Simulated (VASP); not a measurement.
Input of a VASP 6.6.1 run:

The input INCAR:

```
SYSTEM = MnO
  PREC = Accurate
  ENCUT = 520
  EDIFF = 1E-7
  ISMEAR = -1
  SIGMA = 0.05
  LREAL = .FALSE.
  LASPH = .TRUE.
  NELM = 150
  ALGO = Normal
  ISIF = 2
  LWAVE = .FALSE.
  LCHARG = .FALSE.
  ISPIN = 2
  MAGMOM = 4 0
  LORBIT = 11
  LMAXMIX = 4
  GGA = PS
  NBANDS = 20
```

Contents of KPOINTS:

```
Automatic mesh
0
G
  10 10 10
  0 0 0
```

POSCAR

```
MnO
1.0
    0.0000000000      2.2675248097      2.2675248097
    2.2675248097      0.0000000000      2.2675248097
    2.2675248097      2.2675248097      0.0000000000
Mn O
1 1
Direct
    0.0000000000      0.0000000000      0.0000000000
    0.5000000000      0.5000000000      0.5000000000
```

Potentials or basis: VASP PAW PBE potentials, release 64 (Mn_pv, O).

Command:

```bash
$ cat potpaw_PBE.64/Mn_pv/POTCAR potpaw_PBE.64/O/POTCAR > POTCAR
$ mpirun -np 1 vasp_std > vasp.out
```

**Question.** What does it give for the pressure?

**Answer.** -12.6 GPa.

**Question.** Predict the site moments.

**Answer.** Mn +4.40; O +0.20 μB.

Caveat: the PAW data sets were made with another functional, which shifts forces and pressure a little; a cell with one magnetic atom can't hold antiferromagnetic order, which such compounds often take.
